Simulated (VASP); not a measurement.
**HfB: relaxation of cell and atoms with PBEsol+D4**

Crystal: HfB.

```
Hf B
1.0
     0.00000    2.31000    2.31000
     2.31000    0.00000    2.31000
     2.31000    2.31000    0.00000
Hf B
1 1
Cartesian
  2.3100 2.3100 2.3100
  0.0000 0.0000 0.0000
```

```json
{
 "Program": "VASP 6.6.1",
 "Task": "relaxation of cell and atoms",
 "Functional": "PBEsol",
 "Dispersion": "D4",
 "Potentials or basis": "VASP PAW PBE potentials, release 64 (Hf_pv, B)",
 "Cutoff": "600 eV",
 "k mesh": "10 × 10 × 10",
 "Occupations": "fermi-dirac, width 0.05 eV",
 "Spin": "no spin polarisation",
 "Dipole correction": "no",
 "Further INCAR settings": "ALGO = Normal; EDIFF = 1e-06; IBRION = 2; EDIFFG = -0.01; NSW = 60; ISIF = 3"
}
```

```yaml
Relaxed_volume: 13.59 Å³/atom
Relaxed_cell: a = 3.375 Å, b = 3.375 Å, c = 3.375 Å, α = 60.00°, β = 60.00°, γ = 60.00°
Space_group_after_relaxing_to_0.05_Å: Fm-3m (No. 225)
Energy_gained_by_relaxing: 79.1 meV/atom
Ionic_steps: 4
Pressure_after_relaxing: -0.1 GPa
Dispersion_energy_per_atom: -0.162 eV
```

Step by step:
| step | energy change (eV) | largest force (eV/Å) | pressure (GPa) | volume (Å³) |
| --- | --- | --- | --- | --- |
| 1 | 0.0000 | 0.0000 | 21.71 | 24.65 |
| 2 | 0.1045 | 0.0000 | -19.21 | 31.11 |
| 3 | -0.1580 | 0.0000 | -0.56 | 27.26 |
| 4 | -0.1581 | 0.0000 | -0.09 | 27.19 |

Final structure:
```cif
data_structure
_symmetry_space_group_name_H-M 'P 1'
_symmetry_Int_Tables_number 1
_cell_length_a 3.3752
_cell_length_b 3.3752
_cell_length_c 3.3752
_cell_angle_alpha 60.000
_cell_angle_beta 60.000
_cell_angle_gamma 60.000
_cell_volume 27.19
loop_
_atom_site_label
_atom_site_type_symbol
_atom_site_fract_x
_atom_site_fract_y
_atom_site_fract_z
_atom_site_occupancy
Hf1 Hf 0.50000 0.50000 0.50000 1
B1 B 0.00000 0.00000 0.00000 1
```

Levels at points of the mesh, in eV from the Fermi level:
```tsv
k point	band 3	band 4	band 5	band 6	band 7	band 8	band 9	band 10
(0.00, 0.00, 0.00)	-28.74	-9.22	2.08	2.08	2.08	3.74	3.74	3.74
(0.50, 0.00, 0.00)	-28.80	-4.72	-4.30	-1.18	-1.18	5.89	5.89	6.77
(0.50, 0.50, 0.00)	-28.92	-6.41	-1.13	-0.88	2.10	2.10	5.64	7.08
```

Run time: 77 s on 1 thread of Intel Xeon 8259CL, with other jobs on the host, peak memory 0.18 GiB.

Caveat: the PAW data sets were made with another functional, which shifts forces and pressure a little; spin-orbit coupling is left out, which moves the levels of the heavy elements; the volume moved by +10 % from the deposited cell, more than functionals usually miss; pairwise dispersion overbinds metals, which lowers pressure and volume. Zero-point motion and thermal expansion aren't in these numbers.
